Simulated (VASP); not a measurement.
Here is a VASP 6.6.1 calculation.

Contents of INCAR:

```
ALGO = Fast
EDIFF = 1E-7
ENCUT = 520
GGA = RP
ISIF = 2
ISMEAR = -1
IVDW = 13
LASPH = T
LCHARG = T
LELF = T
LREAL = F
LVHAR = T
LWAVE = F
NBANDS = 14
NELM = 100
PREC = Accurate
SIGMA = 0.05
```

The input KPOINTS:

```
k-points
0
Gamma
  11 11 6
```

The input POSCAR:

```
Re
1.0
    2.7422705826      0.0000000000      0.0000000000
   -1.3711352913      2.3748759886      0.0000000000
    0.0000000000      0.0000000000      4.4282782931
Re
2
Direct
    0.6666666667      0.3333333333      0.7500000000
    0.3333333333      0.6666666667      0.2500000000
```

Potentials or basis: VASP PAW PBE potentials, release 64 (Re).

The run is started by

```sh
$ cat potpaw_PBE.64/Re/POTCAR > POTCAR
$ mpirun -np 1 vasp_std > vasp.out
```

**Question.** What does it give for the pressure?

**Answer.** 4.4 GPa.

**Question.** Predict the dispersion energy per atom.

**Answer.** -1.244 eV.

**Question.** Estimate the band gap on the k mesh.

**Answer.** Zero (bands 7 and 8 overlap by 3.16 eV).

Stress tensor (GPa, compression positive):
```
4.31 0.00 0.00
0.00 4.31 0.00
0.00 0.00 4.67
```

Caveat: the cell stands under pressure; the dispersion term is far too large for a dense solid, which distorts pressure and volume; the PAW data sets were made with another functional, which shifts forces and pressure a little; spin-orbit coupling is left out, which moves the levels of the heavy elements.
